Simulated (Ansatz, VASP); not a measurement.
Au in VASP and in Ansatz

The input INCAR:

```
  PREC = Accurate
  ENCUT = 520
  EDIFF = 1E-7
  ISMEAR = 0
  SIGMA = 0.15
  LREAL = False
  LASPH = True
  NELM = 100
  ALGO = Normal
  ISIF = 2
  LWAVE = False
  LCHARG = False
  GGA = CA
  NBANDS = 12
```

Contents of KPOINTS:

```
regular mesh
0
Gamma
  20 20 20
```

The input POSCAR:

```
Au
1.0
    0.0000000000      1.9841350000      2.0455000000
    1.9841350000      0.0000000000      2.0455000000
    1.9841350000      1.9841350000      0.0000000000
Au
1
Direct
    0.0000000000      0.0000000000      0.0000000000
```

Input for Ansatz:

```yaml
crystal:
  lattice:
    - [0.0, 1.984135, 2.0455]
    - [1.984135, 0.0, 2.0455]
    - [1.984135, 1.984135, 0.0]
  atoms:
    - { symbol: Au, position: [0.0, 0.0, 0.0] }
basis:
  ecutwfc: 420
kpoints:
  mp_grid: { grid: [20, 20, 20] }
hamiltonian:
  xc: lda
scf:
  occupations: { method: gaussian, width: 0.15 }
output:
  forces: true
  stress: true
  eigenvalues: true
```

Change from the starting cell: strain -0.030 along x and y, +0.000 along z, atoms carried along.

Alike in both runs: task single point; functional LDA; k mesh 20 × 20 × 20; occupations gaussian, width 0.15 eV; no spin polarisation.

|  | VASP | Ansatz |
| --- | --- | --- |
| version | VASP 6.6.1 | Ansatz 0.2.0 |
| potentials or method | VASP PAW LDA potentials, release 64 (Au), cutoff 520 eV | scalar-relativistic, plane waves, PAW |
| valence electrons in the cell | 11 | 19 |

VASP gave:

| Item | Value |
| --- | --- |
| gap on the k mesh at the Fermi level (eV) | none |
| pressure (GPa) | 6.7 |
| traceless stress, the component that is largest in VASP (GPa) | -0.79 |

Q: What did Ansatz give for the same quantities?

A: gap on the k mesh at the Fermi level (eV): none; pressure (GPa): 6.2; traceless stress, the component that is largest in VASP (GPa): -0.75.

LDA's correlation is that of Perdew and Zunger in VASP and of Perdew and Wang (1992) in Ansatz. A gap of «none» marks a metal or a gap that the smearing closes. VASP's potentials hold 11 valence electrons a cell and Ansatz's 19, so a difference there can come from the potentials and not from the codes.

Spin-orbit coupling is off throughout.
